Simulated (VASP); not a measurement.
## Sb: electric field gradients with PBEsol

Sb:

```
Sb
1.0
     3.17050    0.00000    0.00000
     0.00000    3.17050    0.00000
     0.00000    0.00000    3.17050
Sb
1
Direct
  0.00000 0.00000 0.00000
```

This cell differs from its parent crystal: volume scaled by 1.01.

```json
{
  "Program": "VASP 6.6.1",
  "Task": "electric field gradients",
  "Functional": "PBEsol",
  "Potentials or basis": "VASP PAW PBE potentials, release 64 (Sb)",
  "Cutoff": "520 eV",
  "k mesh": "13 × 13 × 13",
  "Occupations": "fermi-dirac, width 0.05 eV",
  "Spin": "no spin polarisation",
  "Dipole correction": "no",
  "Further INCAR settings": "ALGO = Normal; EDIFF = 1e-08; NBANDS = 8"
}
```

The pressure is -5.3 GPa.

Levels at points of the mesh, in eV from the Fermi level:
```
           k point  band 1  band 2  band 3  band 4  band 5  band 6  band 7
(0.00, 0.00, 0.00)  -11.96    3.05    3.05    3.05    6.84    6.84    7.69
```

Wall time 7.1 s on 1 thread of Intel(R) Xeon(R) Platinum 8488C (Sapphire Rapids), on a shared host, peak memory 0.14 GiB.

Caveat: without QUAD_EFG the Cq values of the log hold for a quadrupole moment of 1 mb, not for the nuclei; the PAW data sets were made with another functional, which shifts forces and pressure a little; spin-orbit coupling is left out, which moves the levels of the heavy elements.
